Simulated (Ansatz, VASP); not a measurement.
C in VASP and in Ansatz

```
C
1.0
     1.77796    0.00000    0.00000
     0.00000    1.77796    0.00000
     0.00000    0.00000    1.77796
C
1
Direct
  0.00000 0.00000 0.00000
```

Alike in both runs: task single point; functional RPBE; k mesh 20 × 20 × 20; occupations fermi-dirac, width 0.1 eV; no spin polarisation.

|  | VASP | Ansatz |
| --- | --- | --- |
| version | VASP 6.6.1 | Ansatz 0.2.0 |
| potentials or method | VASP PAW PBE potentials, release 64 (C), cutoff 520 eV | plane waves (420 eV) with PAW, scalar-relativistic |
| valence electrons in the cell | 4 | 4 |

|  | VASP | Ansatz | Ansatz less VASP |
| --- | --- | --- | --- |
| pressure (GPa) | 4.2 | 4.2 | -0.04 |

VASP's potentials were made for PBE, not for RPBE.
